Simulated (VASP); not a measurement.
Wanted: the native input for a VASP 6.6.1 run.

```yaml
Task: single point
Functional: PBE
Potentials_or_basis: VASP PAW PBE potentials, release 64 (Cd, Ga_d, Bi_d)
Cutoff: 520 eV
k_mesh: 5 × 5 × 5
Occupations: fermi-dirac, width 0.1 eV
Spin: no spin polarisation
Dipole_correction: no
Further_INCAR_settings: ALGO = Normal; EDIFF = 1e-06; NBANDS = 58
```

The structure of CdGa2Bi4 lies in POSCAR:

```
CdGa2Bi4
1.0
    0.0000000000      6.1219465357      0.0000000000
    6.1219465357      0.0000000000      0.0000000000
    3.0609732679      3.0609732679     -6.1947682611
Cd Ga Bi
1 2 4
Direct
    0.0000000000      0.0000000000      0.0000000000
    0.7500000000      0.2500000000      0.5000000000
    0.5000000000      0.5000000000      0.0000000000
    0.3679432287      0.4605168848      0.6926611176
    0.5394831152      0.0606043464      0.3073388824
    0.9393956536      0.8468219976      0.6926611176
    0.1531780024      0.6320567713      0.3073388824
```

One way to write it, as run:

INCAR

```
ALGO = Normal
EDIFF = 1E-6
ENCUT = 520
GGA = PE
ISIF = 2
ISMEAR = -1
LASPH = T
LCHARG = F
LREAL = F
LWAVE = F
NBANDS = 58
NELM = 100
PREC = Accurate
SIGMA = 0.1
```

KPOINTS

```
k-points
0
Gamma
  5 5 5
```

Potentials or basis: VASP PAW PBE potentials, release 64 (Cd, Ga_d, Bi_d).

The run is started by

```console
$ cat potpaw_PBE.64/Cd/POTCAR potpaw_PBE.64/Ga_d/POTCAR potpaw_PBE.64/Bi_d/POTCAR > POTCAR
$ mpirun -np 1 vasp_std > vasp.out
```

It gave:

The pressure is 0.0 GPa. The largest force is 0.009 eV/Å and the band gap on the k mesh is zero (bands 49 and 50 overlap by 0.45 eV).

Caveat: spin-orbit coupling is left out, which moves the levels of the heavy elements.

Wall time 4.8 min on 1 thread of Intel(R) Xeon(R) Platinum 8375C CPU @ 2.90GHz (Ice Lake), on a shared host, peak memory 0.49 GiB.
